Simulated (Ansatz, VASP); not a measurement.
# One calculation of NaH, two programs

POSCAR

```
NaH
1.0
    0.0114975801      2.3970223071      2.3970223071
    2.3970223071      0.0114975801      2.3970223071
    2.3970223071      2.3970223071      0.0114975801
Na H
1 1
Direct
    0.0000000000      0.0000000000      0.0000000000
    0.5000000000      0.5000000000      0.5000000000
```

Contents of INCAR.step1:

```
SYSTEM = NaH
PREC     = Accurate       ! precision mode
ENCUT    = 520            ! plane-wave cutoff, eV
EDIFF    = 1E-5           ! SCF threshold, eV
ISMEAR   = 0              ! smearing method
SIGMA    = 0.01           ! smearing width, eV
LREAL    = .FALSE.        ! projectors in reciprocal space
LASPH    = .TRUE.         ! aspherical terms in the spheres
NELM     = 60             ! most SCF steps
ALGO     = Normal         ! electronic algorithm
ISIF     = 2              ! what is computed and relaxed
LWAVE    = .TRUE.         ! write WAVECAR
LCHARG   = .FALSE.        ! write CHGCAR
NBANDS   = 11             ! bands
GGA      = PE             ! functional
```

File INCAR.step2:

```
SYSTEM = NaH
PREC     = Accurate       ! precision mode
ENCUT    = 520            ! plane-wave cutoff, eV
EDIFF    = 1E-6           ! SCF threshold, eV
ISMEAR   = 0              ! smearing method
SIGMA    = 0.01           ! smearing width, eV
LREAL    = .FALSE.        ! projectors in reciprocal space
LASPH    = .TRUE.         ! aspherical terms in the spheres
NELM     = 60             ! most SCF steps
ALGO     = Normal         ! electronic algorithm
ISIF     = 2              ! what is computed and relaxed
LWAVE    = .FALSE.        ! write WAVECAR
LCHARG   = .FALSE.        ! write CHGCAR
GGA      = PE             ! functional
LHFCALC  = .TRUE.         ! exact exchange
HFSCREEN = 0.2079         ! screening, 1/A
PRECFOCK = Normal       
NBANDS   = 11             ! bands
ISTART   = 1
```

File KPOINTS:

```
regular mesh
0
G
  6 6 6
  0 0 0
```

Input for Ansatz:

```yaml
crystal:
  lattice:
    - [0.0114975801, 2.3970223071, 2.3970223071]
    - [2.3970223071, 0.0114975801, 2.3970223071]
    - [2.3970223071, 2.3970223071, 0.0114975801]
  atoms:
    - { symbol: Na, position: [0.0, 0.0, 0.0] }
    - { symbol: H, position: [0.5, 0.5, 0.5] }
kpoints:
  mp_grid: { grid: [6, 6, 6] }
  band_path:
    path:
      - [0.0, 0.0, 0.0]
      - [0.5, 0.0, 0.5]
      - [0.625, 0.25, 0.625]
      - [0.375, 0.375, 0.75]
      - [0.5, 0.5, 0.5]
      - [0.5, 0.25, 0.75]
      - [0.244792, -0.5, -0.25]
    npoints: 1
hamiltonian:
  xc: hse06
scf:
  occupations: { method: fixed }
  n_extra_bands: 4
output:
  forces: true
  stress: true
  eigenvalues: true
  write_density: true
  write_potential: true
  elf: true
  volumetric_format: npy
```

Change from the starting cell: epitaxial_111 strain -0.5%.

Alike in both runs: task single point; functional HSE06; k mesh 6 × 6 × 6; no spin polarisation.

|  | VASP | Ansatz |
| --- | --- | --- |
| version | VASP 6.6.1 | Ansatz 0.2.0 |
| potentials or method | VASP PAW PBE potentials, release 64 (Na_pv, H) | plane waves, PAW |
| plane-wave cutoff (eV) | 520 | 420 |
| occupations | gaussian, width 0.01 eV | fixed |
| valence electrons in the cell | 8 | 10 |

VASP gave:

| Property | Result |
| --- | --- |
| gap on the k mesh at the Fermi level (eV) | 4.86 |
| pressure (GPa) | 0.4 |
| traceless stress, the component that is largest in VASP (GPa) | -0.12 |

**Question.** Estimate Ansatz's values.

**Answer.** gap on the k mesh at the Fermi level (eV): 4.87; pressure (GPa): 0.4; traceless stress, the component that is largest in VASP (GPa): -0.12.

VASP's potentials hold 8 valence electrons a cell and Ansatz's 10, so a difference there can come from the potentials and not from the codes. Ansatz's warnings: stress exchange threshold loose, stress scf threshold loose.
